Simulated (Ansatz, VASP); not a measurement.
# SnGe2: VASP beside Ansatz

File INCAR:

```
  PREC = Accurate
  ENCUT = 520
  EDIFF = 1E-6
  ISMEAR = 0
  SIGMA = 0.1
  LREAL = F
  LASPH = T
  NELM = 80
  ALGO = Normal
  ISIF = 2
  LWAVE = F
  LCHARG = F
  GGA = PE
  NBANDS = 28
```

The input KPOINTS:

```
regular mesh
0
Gamma
  6 6 2
```

POSCAR

```
SnGe2
1.0
    3.1553210600      0.0000000000      0.0000000000
   -1.5776605300      2.7325881900      0.0000000000
    0.0000000000      0.0000000000      7.7289265700
Sn Ge
1 2
Direct
    0.0000000000      0.0000000000      0.0000000000
    0.3333333300      0.6666666700      0.6666666700
    0.6666666700      0.3333333300      0.3333333300
```

Input for Ansatz:

```yaml
crystal:
  lattice:
    - [3.15532106, 0.0, 0.0]
    - [-1.57766053, 2.73258819, 0.0]
    - [0.0, 0.0, 7.72892657]
  atoms:
    - { symbol: Sn, position: [0.0, 0.0, 0.0] }
    - { symbol: Ge, position: [0.33333333, 0.66666667, 0.66666667] }
    - { symbol: Ge, position: [0.66666667, 0.33333333, 0.33333333] }
basis:
  ecutwfc: 420
kpoints:
  mp_grid: { grid: [6, 6, 2] }
hamiltonian:
  xc: pbe
scf:
  occupations: { method: gaussian, width: 0.1 }
  lower_state_search: "off"
output:
  forces: true
  stress: true
  eigenvalues: true
```

Alike in both runs: task single point; functional PBE; k mesh 6 × 6 × 2; occupations gaussian, width 0.1 eV; no spin polarisation.

|  | VASP | Ansatz |
| --- | --- | --- |
| version | VASP 6.6.1 | Ansatz 0.2.0 |
| potentials or method | VASP PAW PBE potentials, release 64 (Sn_d, Ge_d), cutoff 520 eV | scalar-relativistic, plane waves, PAW |
| valence electrons in the cell | 42 | 42 |

Ansatz gave:

| Property | Result |
| --- | --- |
| gap on the k mesh at the Fermi level (eV) | none |
| pressure (GPa) | 2.2 |
| traceless stress, the component that is largest in VASP (GPa) | -1.10 |
| rms of the force components (eV/Å) | 0.292 |

**Question.** Estimate VASP's values.

**Answer.** gap on the k mesh at the Fermi level (eV): none; pressure (GPa): 2.1; traceless stress, the component that is largest in VASP (GPa): -1.10; rms of the force components (eV/Å): 0.292.

Atom by atom the forces differ by 0.000 eV/Å (rms over components). A gap of «none» marks a metal or a gap that the smearing closes. The functional is the same, so the differences come from potentials, cutoffs and numerics.

The k mesh is coarse, so the values compare programs but aren't converged.
